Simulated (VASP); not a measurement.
# Mo (Im-3m) in VASP: further runs

Mo is run at these levels: LDA; tasks: relaxation of cell and atoms.

All numbers are computed with VASP 6.6.1; they aren't measurements. Logs are shortened: lines on timing, memory, paths and dates and some standing lists are left out, and cuts for length are marked.

### Step 1. The cell of the first run

Symmetry: Im-3m, No. 229, cubic system. Conventional cell: a = 3.112 Å, b = 3.112 Å, c = 3.112 Å, α = 90.00°, β = 90.00°, γ = 90.00°. Mo (site symmetry m-3m) has 14 Mo at 2.69 to 3.11 Å within 3.6 Å.

### Step 2. Relaxation of cell and atoms, LDA, target pressure 2 GPa, at which the enthalpy is minimised

Input file INCAR:

```
PREC = Accurate
ENCUT = 600
EDIFF = 1E-6
ISMEAR = -1
SIGMA = 0.08
LREAL = False
LASPH = True
NELM = 80
ALGO = Normal
ISIF = 3
LWAVE = False
LCHARG = False
GGA = CA
IBRION = 2
NSW = 100
EDIFFG = -0.002
PSTRESS = 20.0
```

Input file KPOINTS:

```
regular mesh
0
Gamma
  24 24 24
```

Input file POSCAR:

```
Mo
1.0
   -1.5558285367      1.5558285367      1.5558285367
    1.5558285367     -1.5558285367      1.5558285367
    1.5558285367      1.5558285367     -1.5558285367
Mo
1
Direct
    0.0000000000      0.0000000000      0.0000000000
```

Potentials or basis: VASP PAW LDA potentials, release 64 (Mo_sv).

On the command line:

```
> cat potpaw_LDA.64/Mo_sv/POTCAR > POTCAR
> mpirun -np 1 vasp_std > vasp.out
```

OUTCAR:

```text
PREC = Accurate
   ENCUT = 600
   EDIFF = 1E-6
   ISMEAR = -1
   LREAL = False
   LASPH = True
   NELM = 80
   ISIF = 3
   GGA = CA
   IBRION = 2
   NSW = 100
   EDIFFG = -0.002
   PSTRESS = 20.0

 ion  position               nearest neighbor table
   1  0.000  0.000  0.000-

  LATTYP: Found a body centered cubic cell.
 ALAT       =     3.1116570734

  Lattice vectors:

 A1 = (  -1.5558285367,   1.5558285367,   1.5558285367)
 A2 = (   1.5558285367,  -1.5558285367,   1.5558285367)
 A3 = (   1.5558285367,   1.5558285367,  -1.5558285367)

Analysis of symmetry for initial positions (statically):
=====================================================================
 Subroutine PRICEL returns:
 Original cell was already a primitive cell.

 Routine SETGRP: Setting up the symmetry group for a
 body centered cubic supercell.

 Subroutine GETGRP returns: Found 48 space group operations
 (whereof 48 operations were pure point group operations)
 out of a pool of 48 trial point group operations.

The static configuration has the point symmetry O_h .

Analysis of symmetry for dynamics (positions and initial velocities):
=====================================================================
 Subroutine PRICEL returns:
 Original cell was already a primitive cell.

 Routine SETGRP: Setting up the symmetry group for a
 body centered cubic supercell.

 Subroutine GETGRP returns: Found 48 space group operations
 (whereof 48 operations were pure point group operations)
 out of a pool of 48 trial point group operations.

The dynamic configuration has the point symmetry O_h .

 Subroutine INISYM returns: Found 48 space group operations
 (whereof 48 operations are pure point group operations),
 and found     1 'primitive' translations

----------------------------------------------------------------------------------------

                                     Primitive cell

  volume of cell :      15.0642

  direct lattice vectors                    reciprocal lattice vectors
    -1.555828537  1.555828537  1.555828537     0.000000000  0.321372175  0.321372175
     1.555828537 -1.555828537  1.555828537     0.321372175  0.000000000  0.321372175
     1.555828537  1.555828537 -1.555828537     0.321372175  0.321372175  0.000000000

  length of vectors
     2.694774073  2.694774073  2.694774073     0.454488888  0.454488888  0.454488888

  position of ions in fractional coordinates (direct lattice)
     0.000000000  0.000000000  0.000000000

  ion indices of the primitive-cell ions
   primitive index   ion index
                 1           1

----------------------------------------------------------------------------------------

 KPOINTS: regular mesh

Automatic generation of k-mesh.
 Grid dimensions read from file:
 generate k-points for:   24   24   24

 Generating k-lattice:

  Cartesian coordinates                     Fractional coordinates (reciprocal lattice)
     0.000000000  0.013390507  0.013390507     0.041666667  0.000000000  0.000000000
     0.013390507  0.000000000  0.013390507     0.000000000  0.041666667  0.000000000
     0.013390507  0.013390507  0.000000000     0.000000000  0.000000000  0.041666667

  Length of vectors
     0.018937037  0.018937037  0.018937037

  Shift w.r.t. Gamma in fractional coordinates (k-lattice)
     0.000000000  0.000000000  0.000000000

 Subroutine IBZKPT returns following result:
 ===========================================

 Found    413 irreducible k-points:

 Following reciprocal coordinates:
            Coordinates               Weight
  0.000000  0.000000  0.000000      1.000000
  0.041667  0.000000  0.000000     12.000000
  0.083333  0.000000  0.000000     12.000000
  0.125000  0.000000  0.000000     12.000000
  0.166667  0.000000  0.000000     12.000000
  0.208333  0.000000  0.000000     12.000000
[... 16 lines left out ...]
  0.416667  0.041667  0.000000     48.000000
  0.458333  0.041667  0.000000     48.000000
 [... further k-points ...]
   k-points           NKPTS =    413   k-points in BZ     NKDIM =    413   number of bands    NBANDS=     11
   number of dos      NEDOS =    301   number of ions     NIONS =      1
   total plane-waves  NPLWV =  13824
   dimension x,y,z NGX =    24 NGY =   24 NGZ =   24
   dimension x,y,z NGXF=    48 NGYF=   48 NGZF=   48
   ions per type =               1
   NGX,Y,Z   is equivalent  to a cutoff of  14.81, 14.81, 14.81 a.u.
   NGXF,Y,Z  is equivalent  to a cutoff of  29.61, 29.61, 29.61 a.u.
 SYSTEM =  unknown system
   PREC   = accura    normal or accurate (medium, high low for compatibility)
   ISTART =      0    job   : 0-new  1-cont  2-samecut
   ICHARG =      2    charge: 1-file 2-atom 10-const
   ISPIN  =      1    spin polarized calculation?
   LNONCOLLINEAR =      F non collinear calculations
   LSORBIT =      F    spin-orbit coupling
   LASPH  =      T    aspherical Exc in radial PAW
   ENCUT  =  600.0 eV  44.10 Ry    6.64 a.u.   5.38  5.38  5.38*2*pi/ulx,y,z
   NELM   =     80;   NELMIN=  2; NELMDL= -5     # of ELM steps
   EDIFF  = 0.1E-05   stopping-criterion for ELM
   LREAL  =      F    real-space projection
   EDIFFG = -.2E-02   stopping-criterion for IOM
   NSW    =    100    number of steps for IOM
   IBRION =      2    ionic relax: 0-MD 1-quasi-New 2-CG
   NFREE  =      1    steps in history (QN), initial steepest desc. (CG)
   ISIF   =      3    stress and relaxation
   ISYM   =      2    0-nonsym 1-usesym 2-fastsym
   POTIM  = 0.5000    time-step for ionic-motion
   TEBEG  =    0.0;   TEEND  =   0.0 temperature during run
   PSTRESS=   20.0 pullay stress
   NELECT =      14.0000    total number of electrons
   NUPDOWN=      -1.0000    fix difference up-down
   EMIN   =  10.00;   EMAX   =-10.00  energy-range for DOS
   EFERMI =   0.00;   METHOD = LEGACY
   ISMEAR =    -1;   SIGMA  =   0.08  broadening in eV -4-tet -1-fermi 0-gaus
   EFERMI_NEDOS =   21; number of points for ismear=-14 and -15
   IALGO  =     38    algorithm
   IMIX   =      4    mixing-type and parameters
     AMIX     =   0.40;   BMIX     =  1.00
     AMIX_MAG =   1.60;   BMIX_MAG =  1.00
  volume/ion in A,a.u.               =      15.06       101.66
  Fermi-wavevector in a.u.,A,eV,Ry     =   1.597604  3.019034 34.726670  2.552338
  Thomas-Fermi vector in A             =   2.695184
   LORBIT       =      0    0 simple, 1 ext, 2 COOP (PROOUT), +10 PAW based schemes
   GGA     = CA    functional components
   LHFCALC =     F    Hartree Fock is set to
   AEXX    =    0.0000 exact exchange contribution
   IVDW    =     0    specifies the selected vdW correction
   LEPSILON=     F    determine dielectric tensor
   LRPA    =     F    only Hartree local field effects (RPA)
 conjugate gradient relaxation of ions
 non-spin polarized calculation
  energy-cutoff  :      600.00
  volume of cell :       15.06
 maximum number of plane-waves:       531
 NGX is ok and might be reduce to    24
   NGX = 11   NGY = 11   NGZ = 11

--------------------------------------- Ionic step        1  -------------------------------------------

 number of electron      13.9999999 magnetization

 Free energy of the ion-electron system (eV)
  ---------------------------------------------------
  ext. energy  EPLUGINS =         0.00000000
  ---------------------------------------------------
  free energy    TOTEN  =       -12.13681484 eV

  energy without entropy =      -12.12319921  energy(sigma->0) =      -12.13000702

------------------------ aborting loop because EDIFF is reached ----------------------------------------

  FORCE on cell =-STRESS in cart. coord.  units (eV):
  Direction    XX          YY          ZZ          XY          YZ          ZX
  --------------------------------------------------------------------------------------
  -------------------------------------------------------------------------------------
  Total        0.1094524      0.1094524      0.1094524      0.0000000     -0.0000000     -0.0000000
  in kB       11.6410142     11.6410142     11.6410142      0.0000000     -0.0000000     -0.0000000
  external PRESSURE =      -8.3589858 kB  Pullay stress =      20.0000000 kB
[... 59 lines left out ...]
  enthalpy is  TOTEN    =       -11.9478239010 eV   P V=        0.1859153452

--------------------------------------- Ionic step        3  -------------------------------------------

 number of electron      13.9999999 magnetization

 Free energy of the ion-electron system (eV)
  ---------------------------------------------------
  ext. energy  EPLUGINS =         0.00000000
  ---------------------------------------------------
  free energy    TOTEN  =       -12.13640603 eV

  energy without entropy =      -12.12281324  energy(sigma->0) =      -12.12960963

 E-fermi :  13.1557     XC(G=0): -13.8267

 val. band max:       13.1385095818   @ k =  -0.2083   0.3333   0.0833
 cond. band min:      13.1662047605   @ k =  -0.2500   0.3750   0.1250
 fundamental gap:      0.0276951788
 Fermi energy:        13.1556555828

 k-point     1 :       0.0000    0.0000    0.0000
  band No.  band energies     occupation
      1     -47.8264      2.00000
      2     -21.1680      2.00000
      3     -21.1680      2.00000
      4     -21.1680      2.00000
      5       5.7682      2.00000
      6      11.6652      2.00000
      7      11.6652      2.00000
      8      11.6652      2.00000
      9      14.8185      0.00000
     10      14.8185      0.00000
     11      28.0004      0.00000
[... 309 lines left out ...]
 k-point    24 :       0.4583    0.0417    0.0000
  band No.  band energies     occupation
      1     -47.5078      2.00000
      2     -22.7632      2.00000
      3     -21.6833      2.00000
      4     -21.1952      2.00000
      5       7.6039      2.00000
      6       9.5381      2.00000
      7      14.4773      0.00000
      8      14.8823      0.00000
      9      15.7899      0.00000
     10      18.2887      0.00000
     11      25.2548      0.00000

 [... further k-points ...]
[... 5 lines left out ...]
  --------------------------------------------------------------------------------------
  -------------------------------------------------------------------------------------
  Total        0.1874391      0.1874391      0.1874391      0.0000000      0.0000000     -0.0000000
  in kB       19.9903993     19.9903993     19.9903993      0.0000000      0.0000000     -0.0000000
  external PRESSURE =      -0.0096007 kB  Pullay stress =      20.0000000 kB
[... 16 lines left out ...]
  FREE ENERGIE OF THE ION-ELECTRON SYSTEM (eV)
  ---------------------------------------------------
  free  energy   TOTEN  =       -12.1364060262 eV

  energy  without entropy=      -12.1228132412  energy(sigma->0) =      -12.12960963

  enthalpy is  TOTEN    =       -11.9488769128 eV   P V=        0.1875291134

 reached required accuracy - stopping structural energy minimisation
```

Wall time 82 s (1 thread of Intel Xeon Platinum 8488C (Sapphire Rapids), shared host); peak memory 0.21 GiB.

What came out:

- Free energy: -12.1364 eV
- Relaxed volume: 15.02 Å³/atom
- Relaxed cell: a = 2.692 Å, b = 2.692 Å, c = 2.692 Å, α = 109.47°, β = 109.47°, γ = 109.47°
- Space group after relaxing (to 0.05 Å): Im-3m (No. 229)
- Energy change on relaxing (the enthalpy is what falls): +0.4 meV/atom
- Ionic steps: 3
- Pressure after relaxing: 2.0 GPa
- Band gap on the k mesh: zero (band 7 reaches 17.36 eV, above the bottom of band 8 at 11.67 eV)

Step by step:
```
step  energy change (eV)  largest force (eV/Å)  pressure (GPa)  volume (Å³)
   1              0.0000                0.0000            1.16        15.06
   2              0.0031                0.0000            4.62        14.89
   3              0.0004                0.0000            2.00        15.02
```

Final structure:
```cif
data_structure
_symmetry_space_group_name_H-M 'P 1'
_symmetry_Int_Tables_number 1
_cell_length_a 2.6923
_cell_length_b 2.6923
_cell_length_c 2.6923
_cell_angle_alpha 109.471
_cell_angle_beta 109.471
_cell_angle_gamma 109.471
_cell_volume 15.02
loop_
_atom_site_label
_atom_site_type_symbol
_atom_site_fract_x
_atom_site_fract_y
_atom_site_fract_z
_atom_site_occupancy
Mo1 Mo 0.00000 0.00000 0.00000 1
```

Levels at points of the mesh, in eV from the Fermi level:
| k point | band 4 | band 5 | band 6 | band 7 | band 8 | band 9 | band 10 | band 11 |
| --- | --- | --- | --- | --- | --- | --- | --- | --- |
| (0.00, 0.00, 0.00) | -34.32 | -7.39 | -1.49 | -1.49 | -1.49 | 1.66 | 1.66 | 14.84 |
| (0.50, 0.00, 0.00) | -34.34 | -5.62 | -3.64 | 1.72 | 1.80 | 2.38 | 5.03 | 12.01 |
| (0.50, 0.50, 0.50) | -35.43 | -5.81 | -5.81 | 4.20 | 4.20 | 4.20 | 9.33 | 9.33 |

Caveat: the cell is relaxed towards a set pressure, so the enthalpy falls and the energy may rise.

(Part 1 of 2 ends here.)
